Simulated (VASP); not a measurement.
Here is a VASP 6.6.1 calculation.

File INCAR:

```
SYSTEM = MgO
ALGO     = Normal         ! electronic algorithm
EDIFF    = 1E-7           ! SCF threshold, eV
ENCUT    = 520            ! plane-wave cutoff, eV
ISIF     = 2              ! what is computed and relaxed
ISMEAR   = 0              ! smearing method
LASPH    = .True.         ! aspherical terms in the spheres
LCHARG   = .False.        ! write CHGCAR
LREAL    = .False.        ! projectors in reciprocal space
LWAVE    = .False.        ! write WAVECAR
NBANDS   = 16             ! bands
NELM     = 80             ! most SCF steps
PREC     = Accurate       ! precision mode
SIGMA    = 0.05           ! smearing width, eV
```

The input KPOINTS:

```
k-points
0
Gamma
  9 9 6
  0 0 0
```

The input POSCAR:

```
MgO
1.0
    3.1127467302      0.0000000000      0.0000000000
   -1.5563733651      2.6957177438      0.0000000000
    0.0000000000      0.0000000000      5.6268854149
Mg O
2 2
Direct
    0.3333333333      0.6666666667      0.0021597400
    0.6666666667      0.3333333333      0.5021597400
    0.3333333333      0.6666666667      0.4024402600
    0.6666666667      0.3333333333      0.9024402600
```

Potentials or basis: VASP PAW LDA potentials, release 64 (Mg, O).

Launch:

```bash
$ cat potpaw_LDA.64/Mg/POTCAR potpaw_LDA.64/O/POTCAR > POTCAR
$ mpirun -np 1 vasp_std > vasp.out
```

Task: Estimate the band gap on the k mesh.

Result: 3.55 eV, direct.

Task: Predict the largest force.

Result: 1.036 eV/Å.

Task: Predict the pressure.

Result: 2.4 GPa.

Stress tensor (GPa, compression positive):
```
 12.56   0.00   0.00
  0.00  12.56   0.00
  0.00   0.00 -17.88
```

Caveat: forces of over 1 eV/Å act on the atoms, so gaps and moduli don't describe the material at rest. A k mesh can miss the band edges.
